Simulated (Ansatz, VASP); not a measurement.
Two plane-wave programs on Ru

```
Ru
1.0
    -1.33740    1.33740    1.33740
     1.33740   -1.33740    1.33740
     1.33740    1.33740   -1.33740
Ru
1
Cartesian
  0.0000 0.0000 0.0000
```

Change from the starting cell: volume scaled by 0.708, to set the pressure.

Alike in both runs: task single point; functional LDA; k mesh 20 × 20 × 20; occupations fermi-dirac, width 0.1 eV; no spin polarisation.

|  | VASP | Ansatz |
| --- | --- | --- |
| version | VASP 6.6.1 | Ansatz 0.2.0 |
| potentials or method | VASP PAW LDA potentials, release 64 (Ru_pv) | PAW with Ansatz's default frozen-core files, scalar-relativistic |
| plane-wave cutoff (eV) | 520 | 420 |
| valence electrons in the cell | 14 | 16 |

|  | VASP | Ansatz | Ansatz less VASP |
| --- | --- | --- | --- |
| pressure (GPa) | 256.8 | 251.3 | -5.57 |

LDA's correlation is that of Perdew and Zunger in VASP and of Perdew and Wang (1992) in Ansatz. Both programs put the cell under a high pressure, so it lies far from rest at this level. VASP's potentials hold 14 valence electrons a cell and Ansatz's 16, so a difference there can come from the potentials and not from the codes.

Noted on VASP's run: the cell as given lies far from equilibrium.
